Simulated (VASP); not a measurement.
A run of VASP 6.6.1:

Contents of INCAR:

```
SYSTEM = Ag
ALGO = Normal ; EDIFF = 1E-6
ENCUT = 500 ; GGA = PE
GGA_COMPAT = .FALSE. ; ISIF = 2
ISMEAR = 0 ; LASPH = .TRUE.
LCHARG = .FALSE. ; LMAXMIX = 4
LNONCOLLINEAR = .TRUE. ; LORBIT = 11
LORBMOM = .TRUE. ; LREAL = .FALSE.
LSORBIT = .TRUE. ; LWAVE = .FALSE.
MAGMOM = 0 0 0 ; NBANDS = 22
NELM = 200 ; PREC = Accurate
SIGMA = 0.05
```

File KPOINTS:

```
k-points
0
G
  18 18 18
  0 0 0
```

Contents of POSCAR:

```
Ag
1.0
   -1.6493996759      1.6493996759      1.6493996759
    1.6493996759     -1.6493996759      1.6493996759
    1.6493996759      1.6493996759     -1.6493996759
Ag
1
Direct
    0.0000000000      0.0000000000      0.0000000000
```

Potentials or basis: VASP PAW PBE potentials, release 64 (Ag).

Launch:

```bash
$ cat potpaw_PBE.64/Ag/POTCAR > POTCAR
$ mpirun -np 1 vasp_ncl > vasp.out
```

Hardware: 1 thread of Intel Xeon 8259CL (shared host).

**Question.** Estimate the wall time of this run.

**Answer.** Wall time 3.6 min on 1 thread of Intel Xeon 8259CL (shared host), peak memory 0.27 GiB. Counts: scf iterations 12, k points 195.
